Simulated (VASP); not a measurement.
# In (I4/mmm) in VASP: single point with LDA

Aim: the single point of In with LDA.

Program: VASP 6.6.1. These are calculated values, not measurements. Logs are shortened: lines on timing, memory, paths and dates and some standing lists are left out, and cuts for length are marked.

## (1) The cell of the first run

It takes space group I4/mmm (No. 139, tetragonal). Conventional cell: a = 3.151 Å, b = 3.151 Å, c = 4.947 Å, α = 90.00°, β = 90.00°, γ = 90.00°. In (site symmetry 4/mmm) has 12 In at 3.15 to 3.33 Å within 4.1 Å.

## (2) Single point, LDA

File INCAR:

```
  ALGO = Normal
  EDIFF = 1E-6
  ENCUT = 520
  GGA = CA
  ISIF = 2
  ISMEAR = -1
  LASPH = True
  LCHARG = False
  LREAL = False
  LWAVE = False
  NBANDS = 12
  NELM = 80
  PREC = Accurate
  SIGMA = 0.05
```

File KPOINTS:

```
k-points
0
Gamma
  18 18 18
```

File POSCAR:

```
In
1.0
   -1.5752695629      1.5752695629      2.4733643181
    1.5752695629     -1.5752695629      2.4733643181
    1.5752695629      1.5752695629     -2.4733643181
In
1
Direct
    0.0000000000      0.0000000000      0.0000000000
```

Potentials or basis: VASP PAW LDA potentials, release 64 (In_d).

Started as:

```bash
$ cat potpaw_LDA.64/In_d/POTCAR > POTCAR
$ mpirun -np 1 vasp_std > vasp.out
```

OUTCAR:

```text
EDIFF = 1E-6
   ENCUT = 520
   GGA = CA
   ISIF = 2
   ISMEAR = -1
   LASPH = True
   LREAL = False
   NELM = 80
   PREC = Accurate

 ion  position               nearest neighbor table
   1  0.000  0.000  0.000-

  LATTYP: Found a body centered tetragonal cell.
 ALAT       =     3.1505391258
 C/A-ratio  =     1.5701213153

  Lattice vectors:

 A1 = (  -1.5752695629,   1.5752695629,   2.4733643181)
 A2 = (   1.5752695629,  -1.5752695629,   2.4733643181)
 A3 = (   1.5752695629,   1.5752695629,  -2.4733643181)

Analysis of symmetry for initial positions (statically):
=====================================================================
 Subroutine PRICEL returns:
 Original cell was already a primitive cell.

 Routine SETGRP: Setting up the symmetry group for a
 body centered tetragonal supercell.

 Subroutine GETGRP returns: Found 16 space group operations
 (whereof 16 operations were pure point group operations)
 out of a pool of 16 trial point group operations.

The static configuration has the point symmetry D_4h.

Analysis of symmetry for dynamics (positions and initial velocities):
=====================================================================
 Subroutine PRICEL returns:
 Original cell was already a primitive cell.

 Routine SETGRP: Setting up the symmetry group for a
 body centered tetragonal supercell.

 Subroutine GETGRP returns: Found 16 space group operations
 (whereof 16 operations were pure point group operations)
 out of a pool of 16 trial point group operations.

The dynamic configuration has the point symmetry D_4h.

 Subroutine INISYM returns: Found 16 space group operations
 (whereof 16 operations are pure point group operations),
 and found     1 'primitive' translations

----------------------------------------------------------------------------------------

                                     Primitive cell

  volume of cell :      24.5504

  direct lattice vectors                    reciprocal lattice vectors
    -1.575269563  1.575269563  2.473364318     0.000000000  0.317405993  0.202153802
     1.575269563 -1.575269563  2.473364318     0.317405993  0.000000000  0.202153802
     1.575269563  1.575269563 -2.473364318     0.317405993  0.317405993  0.000000000

  length of vectors
     3.328735412  3.328735412  3.328735412     0.376314661  0.376314661  0.448879860

  position of ions in fractional coordinates (direct lattice)
     0.000000000  0.000000000  0.000000000

  ion indices of the primitive-cell ions
   primitive index   ion index
                 1           1

----------------------------------------------------------------------------------------

 KPOINTS: k-points

Automatic generation of k-mesh.
 Grid dimensions read from file:
 generate k-points for:   18   18   18

 Generating k-lattice:

  Cartesian coordinates                     Fractional coordinates (reciprocal lattice)
     0.000000000  0.017633666  0.011230767     0.055555556  0.000000000  0.000000000
     0.017633666  0.000000000  0.011230767     0.000000000  0.055555556  0.000000000
     0.017633666  0.017633666  0.000000000     0.000000000  0.000000000  0.055555556

  Length of vectors
     0.020906370  0.020906370  0.024937770

  Shift w.r.t. Gamma in fractional coordinates (k-lattice)
     0.000000000  0.000000000  0.000000000

 Subroutine IBZKPT returns following result:
 ===========================================

 Found    480 irreducible k-points:

 Following reciprocal coordinates:
            Coordinates               Weight
  0.000000  0.000000  0.000000      1.000000
  0.055556  0.000000 -0.000000      8.000000
  0.111111  0.000000 -0.000000      8.000000
  0.166667  0.000000 -0.000000      8.000000
  0.222222  0.000000 -0.000000      8.000000
  0.277778  0.000000 -0.000000      8.000000
[... 16 lines left out ...]
 -0.277778  0.055556  0.000000     16.000000
 -0.222222  0.055556  0.000000     16.000000
 [... further k-points ...]
   k-points           NKPTS =    480   k-points in BZ     NKDIM =    480   number of bands    NBANDS=     12
   number of dos      NEDOS =    301   number of ions     NIONS =      1
   total plane-waves  NPLWV =  21952
   dimension x,y,z NGX =    28 NGY =   28 NGZ =   28
   dimension x,y,z NGXF=    56 NGYF=   56 NGZF=   56
   ions per type =               1
   NGX,Y,Z   is equivalent  to a cutoff of  13.98, 13.98, 13.98 a.u.
   NGXF,Y,Z  is equivalent  to a cutoff of  27.97, 27.97, 27.97 a.u.
 SYSTEM =  unknown system
   PREC   = accura    normal or accurate (medium, high low for compatibility)
   ISTART =      0    job   : 0-new  1-cont  2-samecut
   ICHARG =      2    charge: 1-file 2-atom 10-const
   ISPIN  =      1    spin polarized calculation?
   LNONCOLLINEAR =      F non collinear calculations
   LSORBIT =      F    spin-orbit coupling
   LASPH  =      T    aspherical Exc in radial PAW
   ENCUT  =  520.0 eV  38.22 Ry    6.18 a.u.   6.19  6.19  6.19*2*pi/ulx,y,z
   NELM   =     80;   NELMIN=  2; NELMDL= -5     # of ELM steps
   EDIFF  = 0.1E-05   stopping-criterion for ELM
   LREAL  =      F    real-space projection
   EDIFFG = 0.1E-04   stopping-criterion for IOM
   NSW    =      0    number of steps for IOM
   IBRION =     -1    ionic relax: 0-MD 1-quasi-New 2-CG
   NFREE  =      0    steps in history (QN), initial steepest desc. (CG)
   ISIF   =      2    stress and relaxation
   ISYM   =      2    0-nonsym 1-usesym 2-fastsym
   POTIM  = 0.5000    time-step for ionic-motion
   TEBEG  =    0.0;   TEEND  =   0.0 temperature during run
   PSTRESS=    0.0 pullay stress
   NELECT =      13.0000    total number of electrons
   NUPDOWN=      -1.0000    fix difference up-down
   EMIN   =  10.00;   EMAX   =-10.00  energy-range for DOS
   EFERMI =   0.00;   METHOD = LEGACY
   ISMEAR =    -1;   SIGMA  =   0.05  broadening in eV -4-tet -1-fermi 0-gaus
   EFERMI_NEDOS =   21; number of points for ismear=-14 and -15
   IALGO  =     38    algorithm
   IMIX   =      4    mixing-type and parameters
     AMIX     =   0.40;   BMIX     =  1.00
     AMIX_MAG =   1.60;   BMIX_MAG =  1.00
  volume/ion in A,a.u.               =      24.55       165.67
  Fermi-wavevector in a.u.,A,eV,Ry     =   1.324453  2.502854 23.867023  1.754177
  Thomas-Fermi vector in A             =   2.453987
   LORBIT       =      0    0 simple, 1 ext, 2 COOP (PROOUT), +10 PAW based schemes
   GGA     = CA    functional components
   LHFCALC =     F    Hartree Fock is set to
   AEXX    =    0.0000 exact exchange contribution
   IVDW    =     0    specifies the selected vdW correction
   LEPSILON=     F    determine dielectric tensor
   LRPA    =     F    only Hartree local field effects (RPA)
 non-spin polarized calculation
  energy-cutoff  :      520.00
  volume of cell :       24.55
 maximum number of plane-waves:       678
 NGX is ok and might be reduce to    28
   NGX = 13   NGY = 13   NGZ = 13

 number of electron      12.9999998 magnetization

 Free energy of the ion-electron system (eV)
  ---------------------------------------------------
  ext. energy  EPLUGINS =         0.00000000
  ---------------------------------------------------
  free energy    TOTEN  =        -3.21969492 eV

  energy without entropy =       -3.21656903  energy(sigma->0) =       -3.21813197

 E-fermi :   7.9667     XC(G=0): -10.8330

 val. band max:        7.9387594078   @ k =   0.3333   0.3333  -0.0000
 cond. band min:       7.9775969876   @ k =   0.2778   0.2778   0.1111
 fundamental gap:      0.0388375798
 Fermi energy:         7.9666980861

 k-point     1 :       0.0000    0.0000    0.0000
  band No.  band energies     occupation
      1      -6.7912      2.00000
      2      -6.6054      2.00000
      3      -6.6054      2.00000
      4      -6.5561      2.00000
      5      -6.3783      2.00000
      6      -2.0537      2.00000
      7      18.9703      0.00000
      8      18.9703      0.00000
      9      19.2119      0.00000
     10      19.8385      0.00000
     11      22.5756      0.00000
     12      22.7129      0.00000

 k-point     2 :       0.0556    0.0000   -0.0000
  band No.  band energies     occupation
      1      -6.7843      2.00000
      2      -6.6069      2.00000
      3      -6.5998      2.00000
      4      -6.5542      2.00000
      5      -6.3815      2.00000
      6      -1.9825      2.00000
      7      18.0755      0.00000
      8      18.8965      0.00000
      9      18.9273      0.00000
     10      19.7323      0.00000
     11      22.4345      0.00000
     12      22.8772      0.00000

 k-point     3 :       0.1111    0.0000   -0.0000
  band No.  band energies     occupation
      1      -6.7667      2.00000
      2      -6.6140      2.00000
      3      -6.5844      2.00000
      4      -6.5440      2.00000
      5      -6.3895      2.00000
      6      -1.7677      2.00000
      7      16.2088      0.00000
      8      18.3903      0.00000
      9      18.7138      0.00000
     10      19.7229      0.00000
     11      21.7788      0.00000
     12      23.3813      0.00000
[... 286 lines left out ...]
 k-point    23 :      -0.2778    0.0556    0.0000
  band No.  band energies     occupation
      1      -6.7134      2.00000
      2      -6.6749      2.00000
      3      -6.5495      2.00000
      4      -6.4371      2.00000
      5      -6.3898      2.00000
      6      -0.3704      2.00000
      7      10.9550      0.00000
      8      16.0796      0.00000
      9      17.8767      0.00000
     10      20.2024      0.00000
     11      20.9648      0.00000
     12      22.4547      0.00000

 k-point    24 :      -0.2222    0.0556    0.0000
  band No.  band energies     occupation
      1      -6.7148      2.00000
      2      -6.6533      2.00000
      3      -6.5541      2.00000
      4      -6.4822      2.00000
      5      -6.4108      2.00000
      6      -0.9912      2.00000
      7      12.8594      0.00000
      8      16.6057      0.00000
      9      18.0601      0.00000
     10      20.3047      0.00000
     11      21.5154      0.00000
     12      22.6641      0.00000

 [... further k-points ...]

------------------------ aborting loop because EDIFF is reached ----------------------------------------

  FORCE on cell =-STRESS in cart. coord.  units (eV):
  Direction    XX          YY          ZZ          XY          YZ          ZX
  --------------------------------------------------------------------------------------
  -------------------------------------------------------------------------------------
  Total        0.0094083      0.0094083      0.0050480      0.0000000     -0.0000000      0.0000000
  in kB        0.6139949      0.6139949      0.3294357      0.0000000     -0.0000000      0.0000000
  external PRESSURE =       0.5191418 kB  Pullay stress =       0.0000000 kB

 VOLUME and BASIS-vectors are now :
 -----------------------------------------------------------------------------
  energy-cutoff  :      520.00
  volume of cell :       24.55
      direct lattice vectors                 reciprocal lattice vectors
    -1.575269563  1.575269563  2.473364318     0.000000000  0.317405993  0.202153802
     1.575269563 -1.575269563  2.473364318     0.317405993  0.000000000  0.202153802
     1.575269563  1.575269563 -2.473364318     0.317405993  0.317405993  0.000000000

 POSITION                                       TOTAL-FORCE (eV/Angst)
 -----------------------------------------------------------------------------------
      0.00000      0.00000      0.00000        -0.000000     -0.000000      0.000000
 -----------------------------------------------------------------------------------
    total drift:                               -0.000000     -0.000000     -0.000000

  FREE ENERGIE OF THE ION-ELECTRON SYSTEM (eV)
  ---------------------------------------------------
  free  energy   TOTEN  =        -3.2196949203 eV

  energy  without entropy=       -3.2165690281  energy(sigma->0) =       -3.21813197
```

It took 3.4 min on 1 thread of Intel Xeon 8259CL, shared host; peak memory 0.25 GiB.

What came out:

```
Free energy            : -3.2197 eV
Pressure               : 0.1 GPa
Band gap on the k mesh : zero (an odd number of electrons rules out a gap without spin polarisation)
```

Caveat: spin-orbit coupling is left out, which moves the levels of the heavy elements.

The gap in the log of VASP goes by the Fermi energy; the results here count the filled bands.